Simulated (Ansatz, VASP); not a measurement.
Two plane-wave programs on Zn

```
CELL_PARAMETERS angstrom
2.26817 -1.30849 0.00000
2.26817 1.30849 0.00000
-1.59172 0.00000 7.44642
ATOMIC_POSITIONS crystal
Zn 0.77802 0.77802 0.33450
Zn 0.22198 0.22198 0.66550
Zn 0.00000 0.00000 0.00000
```

Alike in both runs: functional PBEsol; k mesh 10 × 10 × 3; occupations fermi-dirac, width 0.05 eV; no spin polarisation.

|  | VASP | Ansatz |
| --- | --- | --- |
| version | VASP 6.6.1 | Ansatz 0.2.0 |
| potentials or method | VASP PAW PBE potentials, release 64 (Zn) | Ansatz PAW |
| plane-wave cutoff (eV) | 520 | 420 |
| valence electrons in the cell | 36 | 36 |
| task | single point | band structure |

VASP gave:

* gap on the k mesh at the Fermi level (eV): none
* pressure (GPa): -2.2
* traceless stress, the component that is largest in VASP (GPa): -1.07

**Question.** Which values does Ansatz return?

**Answer.** gap on the k mesh at the Fermi level (eV): none; pressure (GPa): -2.7; traceless stress, the component that is largest in VASP (GPa): -0.90.

VASP's potentials were made for PBE, not for PBEsol. A gap of «none» marks a metal or a gap that the smearing closes. The functional is the same, so the differences come from potentials, cutoffs and numerics.
